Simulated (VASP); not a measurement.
A run of VASP 6.6.1 is set up as follows.

File INCAR:

```
  ALGO = Normal
  EDIFF = 1E-6
  ENCUT = 500
  GGA = LIBXC
  GGA_COMPAT = F
  ISIF = 2
  ISMEAR = 0
  ISPIN = 2
  LASPH = T
  LCHARG = F
  LIBXC1 = GGA_X_PBE_SOL
  LIBXC2 = GGA_C_PBE
  LORBIT = 11
  LREAL = F
  LWAVE = F
  MAGMOM = 1
  NBANDS = 13
  NELM = 200
  NUPDOWN = 1.0
  PREC = Accurate
  SIGMA = 0.05
```

Contents of KPOINTS:

```
k-points
0
Gamma
  9 9 9
```

File POSCAR:

```
Te
1.0
    2.3059043427      1.3313144930      1.6909537039
   -2.3059043427      1.3313144930      1.6909537039
    0.0000000000     -2.6626289860      1.6909537039
Te
1
Direct
    0.5000000000      0.5000000000      0.5000000000
```

Potentials or basis: VASP PAW PBE potentials, release 64 (Te).

Run with:

```bash
$ cat potpaw_PBE.64/Te/POTCAR > POTCAR
$ mpirun -np 1 vasp_std > vasp.out
```

Q: Predict the pressure.

A: 3.7 GPa.

Stress tensor (GPa, compression positive):
```
3.99 0.00 0.00
0.00 3.99 0.00
0.00 0.00 3.01
```

Caveat: the cell stands under pressure; the PAW data sets were made with another functional, which shifts forces and pressure a little; the total moment is fixed, so each spin has its own Fermi level.
